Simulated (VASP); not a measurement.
The system is AlN.

```
CELL_PARAMETERS angstrom
3.11300 0.00000 0.00000
-1.55650 2.69594 0.00000
0.00000 0.00000 4.98100
ATOMIC_POSITIONS crystal
Al 0.66667 0.33333 0.50000
Al 0.33333 0.66667 0.00000
N 0.66667 0.33333 0.88000
N 0.33333 0.66667 0.38000
```

| Property | Result |
| --- | --- |
| Program | VASP 6.6.1 |
| Task | relaxation of cell and atoms |
| Functional | revPBE |
| Dispersion | D4 |
| Potentials or basis | VASP PAW PBE potentials, release 64 (Al, N) |
| Cutoff | 600 eV |
| k mesh | 10 × 10 × 6 |
| Occupations | fermi-dirac, width 0.05 eV |
| Spin | no spin polarisation |

At the start: pressure -4.2 GPa; volume 10.45 Å³/atom.

Q: Where does the relaxation end?

A: Over 6 steps the energy falls by 3.3 meV/atom and the volume is 10.23 Å³/atom (-2.1 %); space group P6_3mc (No. 186, to 0.05 Å).

The path:
| step | energy change (eV) | largest force (eV/Å) | pressure (GPa) | volume (Å³) |
| --- | --- | --- | --- | --- |
| 1 | 0.0000 | 0.1231 | -4.16 | 41.80 |
| 2 | -0.0025 | 0.0982 | 3.95 | 40.18 |
| 3 | -0.0128 | 0.0107 | -0.04 | 40.93 |
| 4 | -0.0130 | 0.0211 | 0.04 | 40.91 |
| 5 | -0.0130 | 0.0243 | 0.07 | 40.91 |
| 6 | -0.0130 | 0.0064 | -0.01 | 40.92 |

Final structure:
```cif
data_structure
_symmetry_space_group_name_H-M 'P 1'
_symmetry_Int_Tables_number 1
_cell_length_a 3.0908
_cell_length_b 3.0908
_cell_length_c 4.9462
_cell_angle_alpha 90.000
_cell_angle_beta 90.000
_cell_angle_gamma 120.000
_cell_volume 40.92
loop_
_atom_site_label
_atom_site_type_symbol
_atom_site_fract_x
_atom_site_fract_y
_atom_site_fract_z
_atom_site_occupancy
Al1 Al 0.66667 0.33333 0.49895 1
Al2 Al 0.33333 0.66667 0.99895 1
N1 N 0.66667 0.33333 0.88105 1
N2 N 0.33333 0.66667 0.38105 1
```

Caveat: the PAW data sets were made with another functional, which shifts forces and pressure a little.
